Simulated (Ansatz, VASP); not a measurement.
Si5N: VASP beside Ansatz

INCAR

```
ALGO     = Normal         # electronic algorithm
EDIFF    = 1E-7           # SCF threshold, eV
ENCUT    = 520            # plane-wave cutoff, eV
GGA      = PE             # functional
ISIF     = 2              # what is computed and relaxed
ISMEAR   = 0              # smearing method
ISPIN    = 2              # spin polarisation
LASPH    = True           # aspherical terms in the spheres
LCHARG   = False          # write CHGCAR
LORBIT   = 11             # projections on sites
LREAL    = False          # projectors in reciprocal space
LWAVE    = False          # write WAVECAR
MAGMOM   = 0 0 0 0 0 1    # initial moments
NBANDS   = 26             # bands
NELM     = 150            # most SCF steps
PREC     = Accurate       # precision mode
SIGMA    = 0.1            # smearing width, eV
```

The input KPOINTS:

```
k-points
0
Gamma
  4 4 4
```

POSCAR

```
Si5N
1.0
   -2.7051508300      2.7051508300      2.9720061200
    2.7051508300     -2.7051508300      2.9720061200
    2.7051508300      2.7051508300     -2.9720061200
Si N
5 1
Direct
    0.0000000000      0.3516755800      0.3516755800
    0.0000000000      0.6483244200      0.6483244200
    0.6483244200      0.0000000000      0.6483244200
    0.3516755800      0.0000000000      0.3516755800
    0.5000000000      0.5000000000      0.0000000000
    0.0000000000      0.0000000000      0.0000000000
```

Input for Ansatz:

```yaml
crystal:
  lattice:
    - [-2.70515083, 2.70515083, 2.97200612]
    - [2.70515083, -2.70515083, 2.97200612]
    - [2.70515083, 2.70515083, -2.97200612]
  atoms:
    - { symbol: Si, position: [0.0, 0.35167558, 0.35167558] }
    - { symbol: Si, position: [0.0, 0.64832442, 0.64832442] }
    - { symbol: Si, position: [0.64832442, 0.0, 0.64832442] }
    - { symbol: Si, position: [0.35167558, 0.0, 0.35167558] }
    - { symbol: Si, position: [0.5, 0.5, 0.0] }
    - { symbol: "N", position: [0.0, 0.0, 0.0], spin: 1.0 }
basis:
  ecutwfc: 420
kpoints:
  mp_grid: { grid: [4, 4, 4] }
hamiltonian:
  xc: pbe
scf:
  occupations: { method: gaussian, width: 0.1 }
  lower_state_search: "off"
output:
  forces: true
  stress: true
  eigenvalues: true
  populations: true
magnetization:
  spin_polarized: true
```

Alike in both runs: task single point; functional PBE; k mesh 4 × 4 × 4; occupations gaussian, width 0.1 eV; collinear spin.

```csv
,VASP,Ansatz
version,VASP 6.6.1,Ansatz 0.2.0
potentials or method,"VASP PAW PBE potentials, release 64 (Si, N), cutoff 520 eV","scalar-relativistic, plane waves, PAW"
valence electrons in the cell,25,25
```

```tsv
	VASP	Ansatz	Ansatz less VASP
gap on the k mesh at the Fermi level (eV)	none	none	-
rms of the force components (eV/Å)	13.317	13.448	+0.1308
net moment per atom (μB)	0.00	0.00	0.000
```

Atom by atom the forces differ by 0.131 eV/Å (rms over components). A gap of «none» marks a metal or a gap that the smearing closes. The functional is the same, so the differences come from potentials, cutoffs and numerics. Ansatz's warnings: seeded moment not kept.

The k mesh is coarse, so the values compare programs but aren't converged.
